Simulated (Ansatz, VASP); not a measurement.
**Two plane-wave programs on AlGaC4N4**

```
Al Ga C N
1.0
     4.10911   -5.38239    0.00000
     4.10911    5.38239    0.00000
     0.00000    0.00000    3.11155
Al Ga C N
1 1 4 4
Direct
  0.00000 0.00000 0.00000
  0.50000 0.50000 0.00000
  0.19486 0.80514 0.00000
  0.80514 0.19486 0.00000
  0.18333 0.18333 0.50000
  0.81667 0.81667 0.50000
  0.30299 0.69701 0.00000
  0.69701 0.30299 0.00000
  0.33167 0.33167 0.50000
  0.66833 0.66833 0.50000
```

Alike in both runs: functional PBE; k mesh 6 × 6 × 12; occupations gaussian, width 0.1 eV; no spin polarisation.

Ansatz relaxed the structure, and its values are those at the end. VASP's run is a single point on that final structure, the one shown.

|  | VASP | Ansatz |
| --- | --- | --- |
| version | VASP 6.6.1 | Ansatz 0.2.0 |
| potentials or method | VASP PAW PBE potentials, release 64 (Al, Ga_d, C, N), cutoff 520 eV | scalar-relativistic, plane waves, PAW |
| valence electrons in the cell | 52 | 52 |

```tsv
	VASP	Ansatz	Ansatz less VASP
gap on the k mesh at the Fermi level (eV)	none	none	-
pressure (GPa)	0.5	0.0	-0.49
rms of the force components (eV/Å)	0.171	0.003	-0.1677
```

A gap of «none» marks a metal or a gap that the smearing closes. One of these differences is far larger than is usual between the two programs; its cause wasn't traced.

Noted on VASP's run: the standard files for N, O and F lose accuracy on very short bonds.
